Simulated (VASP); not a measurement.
# LiHF2 (R-3m) in VASP: further runs

LiHF2 is run at these levels: r2SCAN; tasks: single point.

All numbers are computed with VASP 6.6.1; they aren't measurements. Logs are shortened: lines on timing, memory, paths and dates and some standing lists are left out, and cuts for length are marked.

**1. The cell of the first run**

The structure is trigonal, space group R-3m (No. 166). The conventional cell has a = 2.934 Å, b = 2.934 Å, c = 13.100 Å, α = 90.00°, β = 90.00°, γ = 120.00°. Li (site symmetry -3m) has 6 F at 1.99 Å within 2.6 Å. H (site symmetry -3m) has 2 F at 1.14 Å within 1.5 Å. Within 1.5 Å of F (site symmetry 3m) lie 1 H at 1.14 Å.

**2. Single point, r2SCAN**

Input file POSCAR:

```
LiHF2
1.0
    1.4669840000      0.8469630000      4.3666890000
   -1.4669840000      0.8469630000      4.3666890000
    0.0000000000     -1.6939270000      4.3666890000
Li H F
1 1 2
Direct
    0.0000000000      0.0000000000      0.0000000000
    0.5000000000      0.5000000000      0.5000000000
    0.4133020000      0.4133020000      0.4133020000
    0.5866980000      0.5866980000      0.5866980000
```

Input file INCAR.step1:

```
SYSTEM = LiHF2
  PREC = Accurate
  ENCUT = 520
  ISMEAR = 1
  SIGMA = 0.1
  LREAL = .False.
  LASPH = .True.
  NELM = 60
  NBANDS = 17
  GGA = PE
  ALGO = Normal
  EDIFF = 1E-4
  LWAVE = .True.
  LCHARG = .False.
```

Input file INCAR.step2:

```
SYSTEM = LiHF2
  PREC = Accurate
  ENCUT = 520
  EDIFF = 1E-6
  ISMEAR = 1
  SIGMA = 0.1
  LREAL = .False.
  LASPH = .True.
  NELM = 60
  ALGO = Normal
  ISIF = 2
  LWAVE = .False.
  LCHARG = .True.
  METAGGA = R2SCAN
  LMIXTAU = .True.
  LELF = .True.
  LVHAR = .True.
  NBANDS = 17
  ISTART = 1
```

Input file KPOINTS:

```
regular mesh
0
Gamma
  7 7 7
  0 0 0
```

Potentials or basis: VASP PAW PBE potentials, release 64 (Li_sv, H, F).

The run is started by

```sh
$ cat potpaw_PBE.64/Li_sv/POTCAR potpaw_PBE.64/H/POTCAR potpaw_PBE.64/F/POTCAR > POTCAR
$ cp INCAR.step1 INCAR
$ mpirun -np 1 vasp_std > vasp.out
$ cp INCAR.step2 INCAR
$ mpirun -np 1 vasp_std > vasp.out
```

OUTCAR:

```text
SYSTEM = LiHF2
   PREC = Accurate
   ENCUT = 520
   EDIFF = 1E-6
   ISMEAR = 1
   LREAL = .False.
   LASPH = .True.
   NELM = 60
   ISIF = 2
   METAGGA = R2SCAN
   ISTART = 1

 ion  position               nearest neighbor table
   1  0.000  0.000  0.000-   4 1.99   3 1.99   4 1.99   4 1.99   3 1.99   3 1.99
   2  0.500  0.500  0.500-   3 1.14   4 1.14
   3  0.413  0.413  0.413-   2 1.14   1 1.99   1 1.99   1 1.99
   4  0.587  0.587  0.587-   2 1.14   1 1.99   1 1.99   1 1.99

  LATTYP: Found a trigonal (rhomboedric) cell.
 ALAT       =     4.6837336818
 COS(alpha) =     0.8038011923

  Lattice vectors:

 A1 = (   1.4669840000,   0.8469630000,   4.3666890000)
 A2 = (  -1.4669840000,   0.8469630000,   4.3666890000)
 A3 = (   0.0000000000,  -1.6939270000,   4.3666890000)

Analysis of symmetry for initial positions (statically):
=====================================================================
 Subroutine PRICEL returns:
 Original cell was already a primitive cell.

 Routine SETGRP: Setting up the symmetry group for a
 trigonal (rhombohedral) supercell.

 Subroutine GETGRP returns: Found 12 space group operations
 (whereof 12 operations were pure point group operations)
 out of a pool of 12 trial point group operations.

The static configuration has the point symmetry D_3d.

Analysis of symmetry for dynamics (positions and initial velocities):
=====================================================================
 Subroutine PRICEL returns:
 Original cell was already a primitive cell.

 Routine SETGRP: Setting up the symmetry group for a
 trigonal (rhombohedral) supercell.

 Subroutine GETGRP returns: Found 12 space group operations
 (whereof 12 operations were pure point group operations)
 out of a pool of 12 trial point group operations.

The dynamic configuration has the point symmetry D_3d.

 Subroutine INISYM returns: Found 12 space group operations
 (whereof 12 operations are pure point group operations),
 and found     1 'primitive' translations

----------------------------------------------------------------------------------------

                                     Primitive cell

  volume of cell :      32.5532

  direct lattice vectors                    reciprocal lattice vectors
     1.466984000  0.846963000  4.366689000     0.340835347  0.196781443  0.076335502
    -1.466984000  0.846963000  4.366689000    -0.340835347  0.196781443  0.076335502
     0.000000000 -1.693927000  4.366689000     0.000000000 -0.393562885  0.076335457

  length of vectors
     4.683733682  4.683733682  4.683733714     0.400897466  0.400897466  0.400897552

  position of ions in fractional coordinates (direct lattice)
     0.000000000  0.000000000  0.000000000
     0.500000000  0.500000000  0.500000000
     0.413302000  0.413302000  0.413302000
     0.586698000  0.586698000  0.586698000

  ion indices of the primitive-cell ions
   primitive index   ion index
                 1           1
                 2           2
                 3           3
                 4           4

----------------------------------------------------------------------------------------

 KPOINTS: regular mesh

Automatic generation of k-mesh.
 Grid dimensions read from file:
 generate k-points for:    7    7    7

 Generating k-lattice:

  Cartesian coordinates                     Fractional coordinates (reciprocal lattice)
     0.048690764  0.028111635  0.010905072     0.142857143 -0.000000000  0.000000000
    -0.048690764  0.028111635  0.010905072    -0.000000000  0.142857143  0.000000000
     0.000000000 -0.056223269  0.010905065     0.000000000  0.000000000  0.142857143

  Length of vectors
     0.057271067  0.057271067  0.057271079

  Shift w.r.t. Gamma in fractional coordinates (k-lattice)
     0.000000000  0.000000000  0.000000000

 Subroutine IBZKPT returns following result:
 ===========================================

 Found     44 irreducible k-points:

 Following reciprocal coordinates:
            Coordinates               Weight
  0.000000  0.000000  0.000000      1.000000
  0.142857  0.000000  0.000000      6.000000
  0.285714  0.000000  0.000000      6.000000
  0.428571 -0.000000  0.000000      6.000000
  0.142857  0.142857  0.000000      6.000000
  0.285714  0.142857  0.000000     12.000000
[... 16 lines left out ...]
  0.285714  0.285714  0.142857      6.000000
  0.428571  0.285714  0.142857     12.000000
 [... further k-points ...]
   k-points           NKPTS =     44   k-points in BZ     NKDIM =     44   number of bands    NBANDS=     17
   number of dos      NEDOS =    301   number of ions     NIONS =      4
   total plane-waves  NPLWV =  46656
   dimension x,y,z NGX =    36 NGY =   36 NGZ =   36
   dimension x,y,z NGXF=    72 NGYF=   72 NGZF=   72
   ions per type =               1   1   2
   NGX,Y,Z   is equivalent  to a cutoff of  12.78, 12.78, 12.78 a.u.
   NGXF,Y,Z  is equivalent  to a cutoff of  25.56, 25.56, 25.56 a.u.
 SYSTEM =  LiHF2
   PREC   = accura    normal or accurate (medium, high low for compatibility)
   ISTART =      1    job   : 0-new  1-cont  2-samecut
   ICHARG =      0    charge: 1-file 2-atom 10-const
   ISPIN  =      1    spin polarized calculation?
   LNONCOLLINEAR =      F non collinear calculations
   LSORBIT =      F    spin-orbit coupling
   LASPH  =      T    aspherical Exc in radial PAW
   ENCUT  =  520.0 eV  38.22 Ry    6.18 a.u.   8.71  8.71  8.71*2*pi/ulx,y,z
   NELM   =     60;   NELMIN=  2; NELMDL=  0     # of ELM steps
   EDIFF  = 0.1E-05   stopping-criterion for ELM
   LREAL  =      F    real-space projection
   EDIFFG = 0.1E-04   stopping-criterion for IOM
   NSW    =      0    number of steps for IOM
   IBRION =     -1    ionic relax: 0-MD 1-quasi-New 2-CG
   NFREE  =      0    steps in history (QN), initial steepest desc. (CG)
   ISIF   =      2    stress and relaxation
   ISYM   =      2    0-nonsym 1-usesym 2-fastsym
   POTIM  = 0.5000    time-step for ionic-motion
   TEBEG  =    0.0;   TEEND  =   0.0 temperature during run
   PSTRESS=    0.0 pullay stress
   NELECT =      18.0000    total number of electrons
   NUPDOWN=      -1.0000    fix difference up-down
   EMIN   =  10.00;   EMAX   =-10.00  energy-range for DOS
   EFERMI =   0.00;   METHOD = LEGACY
   ISMEAR =     1;   SIGMA  =   0.10  broadening in eV -4-tet -1-fermi 0-gaus
   EFERMI_NEDOS =   21; number of points for ismear=-14 and -15
   IALGO  =     38    algorithm
   IMIX   =      4    mixing-type and parameters
     AMIX     =   0.40;   BMIX     =  1.00
     AMIX_MAG =   1.60;   BMIX_MAG =  1.00
  volume/ion in A,a.u.               =       8.14        54.92
  Fermi-wavevector in a.u.,A,eV,Ry     =   1.343696  2.539218 24.565593  1.805520
  Thomas-Fermi vector in A             =   2.471750
   LORBIT       =      0    0 simple, 1 ext, 2 COOP (PROOUT), +10 PAW based schemes
   METAGGA = R2SCAN    functional components
   LHFCALC =     F    Hartree Fock is set to
   AEXX    =    0.0000 exact exchange contribution
   IVDW    =     0    specifies the selected vdW correction
   LEPSILON=     F    determine dielectric tensor
   LRPA    =     F    only Hartree local field effects (RPA)
 non-spin polarized calculation
 Methfessel and Paxton  Order N= 1 SIGMA  =   0.10
  energy-cutoff  :      520.00
  volume of cell :       32.55
 maximum number of plane-waves:       898
   NGX = 17   NGY = 17   NGZ = 17

 number of electron      17.9999999 magnetization

 Free energy of the ion-electron system (eV)
  ---------------------------------------------------
  ext. energy  EPLUGINS =         0.00000000
  ---------------------------------------------------
  free energy    TOTEN  =       -21.93201617 eV

  energy without entropy =      -21.93309552  energy(sigma->0) =      -21.93237595

 E-fermi :  -3.2286     XC(G=0):  -9.8072

 val. band max:       -3.2808557232   @ k =   0.4286   0.4286   0.4286
 cond. band min:       5.9913060236   @ k =   0.0000   0.0000   0.0000
 fundamental gap:      9.2721617469
 Fermi energy:        -3.2286393361

 k-point     1 :       0.0000    0.0000    0.0000
  band No.  band energies     occupation
      1     -44.8730      2.00000
      2     -25.5450      2.00000
      3     -24.0702      2.00000
      4      -9.1128      2.00000
      5      -3.6864      2.00000
      6      -3.6864      2.00000
[... 9 lines left out ...]
     16      22.0667      0.00000
     17      22.0667      0.00000

 k-point     2 :       0.1429    0.0000    0.0000
  band No.  band energies     occupation
      1     -44.8674      2.00000
      2     -25.4883      2.00000
      3     -24.0427      2.00000
      4      -9.0183      2.00000
      5      -4.1835      2.00000
      6      -3.7746      2.00000
[... 9 lines left out ...]
     16      19.0010      0.00000
     17      22.1006      0.00000

 k-point     3 :       0.2857    0.0000    0.0000
  band No.  band energies     occupation
      1     -44.8548      2.00000
      2     -25.3545      2.00000
      3     -23.9822      2.00000
      4      -8.8049      2.00000
      5      -5.0770      2.00000
      6      -4.3207      2.00000
[... 9 lines left out ...]
     16      18.5838      0.00000
     17      21.9195      0.00000

 k-point     4 :       0.4286   -0.0000    0.0000
  band No.  band energies     occupation
      1     -44.8446      2.00000
      2     -25.2416      2.00000
      3     -23.9349      2.00000
      4      -8.6370      2.00000
      5      -5.6887      2.00000
      6      -4.7174      2.00000
[... 9 lines left out ...]
     16      18.4832      0.00000
     17      20.2021      0.00000
[... 343 lines left out ...]
      1     -44.8548      2.00000
      2     -25.3536      2.00000
      3     -23.9831      2.00000
      4      -8.8038      2.00000
      5      -4.8822      2.00000
      6      -4.5895      2.00000
[... 9 lines left out ...]
     16      18.5130      0.00000
     17      22.0742      0.00000

 k-point    23 :       0.2857    0.2857    0.1429
  band No.  band energies     occupation
      1     -44.8673      2.00000
      2     -25.3966      2.00000
      3     -24.1705      2.00000
      4      -8.6202      2.00000
      5      -4.3579      2.00000
      6      -3.9839      2.00000
[... 9 lines left out ...]
     16      19.3627      0.00000
     17      23.2240      0.00000

 k-point    24 :       0.4286    0.2857    0.1429
  band No.  band energies     occupation
      1     -44.8582      2.00000
      2     -25.2841      2.00000
      3     -24.1458      2.00000
      4      -8.4114      2.00000
      5      -4.9545      2.00000
      6      -4.2520      2.00000
[... 9 lines left out ...]
     16      18.8620      0.00000
     17      21.7902      0.00000

 [... further k-points ...]

------------------------ aborting loop because EDIFF is reached ----------------------------------------

  FORCE on cell =-STRESS in cart. coord.  units (eV):
  Direction    XX          YY          ZZ          XY          YZ          ZX
  --------------------------------------------------------------------------------------
  -------------------------------------------------------------------------------------
  Total        0.0244009      0.0244009      0.0997822      0.0000000     -0.0000000      0.0000000
  in kB        1.2009429      1.2009421      4.9110046      0.0000000     -0.0000004      0.0000000
  external PRESSURE =       2.4376299 kB  Pullay stress =       0.0000000 kB

 VOLUME and BASIS-vectors are now :
 -----------------------------------------------------------------------------
  energy-cutoff  :      520.00
  volume of cell :       32.55
      direct lattice vectors                 reciprocal lattice vectors
     1.466984000  0.846963000  4.366689000     0.340835347  0.196781443  0.076335502
    -1.466984000  0.846963000  4.366689000    -0.340835347  0.196781443  0.076335502
     0.000000000 -1.693927000  4.366689000     0.000000000 -0.393562885  0.076335457

 POSITION                                       TOTAL-FORCE (eV/Angst)
 -----------------------------------------------------------------------------------
      0.00000      0.00000      0.00000         0.000000      0.000000     -0.000000
      0.00000     -0.00000      6.55003        -0.000000      0.000000      0.000000
      0.00000     -0.00000      5.41428         0.000000      0.000000     -0.012279
      0.00000     -0.00000      7.68578         0.000000     -0.000000      0.012279
 -----------------------------------------------------------------------------------
    total drift:                                0.000000     -0.000000     -0.000000

  FREE ENERGIE OF THE ION-ELECTRON SYSTEM (eV)
  ---------------------------------------------------
  free  energy   TOTEN  =       -21.9320161727 eV

  energy  without entropy=      -21.9330955188  energy(sigma->0) =      -21.93237595
```

Run time: 66 s. Hardware: 1 thread of Intel Xeon 6975P-C (Granite Rapids), shared host; peak memory 0.21 GiB.

What came out:

```
Free energy            : -21.9320 eV
Largest force          : 0.012 eV/Å
Band gap on the k mesh : 9.27 eV, indirect (least direct gap 9.47 eV)
```

Forces in eV/Å, atoms in the order of the input:
```
Li   0.000  0.000  0.000
H    0.000  0.000  0.000
F    0.000  0.000 -0.012
F    0.000  0.000  0.012
```

Caveat: the cutoff is under 1.25 times the usual one of these potentials, so pressure, stress and relaxed cells hold a basis-set (Pulay) error; the PAW data sets were made with another functional, which shifts forces and pressure a little.

**3. Single point, r2SCAN**

This run uses another cell than the first one, of 8.46 Å³/atom, 1.040 times its volume.

Input file POSCAR:

```
LiHF2
1.0
    1.4862886349      0.8581085281      4.4241520239
   -1.4862886349      0.8581085281      4.4241520239
    0.0000000000     -1.7162180694      4.4241520239
Li H F
1 1 2
Direct
    0.0000000000      0.0000000000      0.0000000000
    0.5000000000      0.5000000000      0.5000000000
    0.4133020000      0.4133020000      0.4133020000
    0.5866980000      0.5866980000      0.5866980000
```

Input file INCAR.step1:

```
SYSTEM = LiHF2
PREC     = Accurate       ! precision mode
ENCUT    = 520            ! plane-wave cutoff, eV
ISMEAR   = 1              ! smearing method
SIGMA    = 0.1            ! smearing width, eV
LREAL    = .False.        ! projectors in reciprocal space
LASPH    = .True.         ! aspherical terms in the spheres
NELM     = 60             ! most SCF steps
NBANDS   = 17             ! bands
GGA      = PE             ! functional
ALGO     = Normal         ! electronic algorithm
EDIFF    = 1E-4           ! SCF threshold, eV
LWAVE    = .True.         ! write WAVECAR
LCHARG   = .False.        ! write CHGCAR
```

Input file INCAR.step2:

```
SYSTEM = LiHF2
PREC     = Accurate       ! precision mode
ENCUT    = 520            ! plane-wave cutoff, eV
EDIFF    = 1E-6           ! SCF threshold, eV
ISMEAR   = 1              ! smearing method
SIGMA    = 0.1            ! smearing width, eV
LREAL    = .False.        ! projectors in reciprocal space
LASPH    = .True.         ! aspherical terms in the spheres
NELM     = 60             ! most SCF steps
ALGO     = Normal         ! electronic algorithm
ISIF     = 2              ! what is computed and relaxed
LWAVE    = .False.        ! write WAVECAR
LCHARG   = .False.        ! write CHGCAR
METAGGA  = R2SCAN         ! meta-GGA
LMIXTAU  = .True.       
NBANDS   = 17             ! bands
ISTART   = 1
```

Input file KPOINTS:

```
Automatic mesh
0
Gamma
  7 7 7
  0 0 0
```

Potentials or basis: VASP PAW PBE potentials, release 64 (Li_sv, H, F).

The run is started by

```sh
$ cat potpaw_PBE.64/Li_sv/POTCAR potpaw_PBE.64/H/POTCAR potpaw_PBE.64/F/POTCAR > POTCAR
$ cp INCAR.step1 INCAR
$ mpirun -np 1 vasp_std > vasp.out
$ cp INCAR.step2 INCAR
$ mpirun -np 1 vasp_std > vasp.out
```

It took 68 s on 1 thread of Intel Xeon 6975P-C (Granite Rapids), shared host; peak memory 0.21 GiB.

The run converged. Its results:

| Item | Value |
| --- | --- |
| Free energy | -21.9257 eV |
| Largest force | 0.256 eV/Å |
| Band gap on the k mesh | 9.04 eV, indirect (least direct gap 9.23 eV) |

Forces on the atoms (eV/Å):
```
Li   0.000  0.000  0.000
H    0.000  0.000  0.000
F    0.000  0.000  0.256
F    0.000  0.000 -0.256
```

Levels at points of the mesh, in eV from the valence-band top:
```
           k point  band 7  band 8  band 9  band 10  band 11  band 12
(0.00, 0.00, 0.00)   -0.22   -0.19   -0.19     9.04    14.10    18.07
```

Caveat: the cutoff is under 1.25 times the usual one of these potentials, so pressure, stress and relaxed cells hold a basis-set (Pulay) error; the PAW data sets were made with another functional, which shifts forces and pressure a little.

(Part 1 of 2 ends here.)
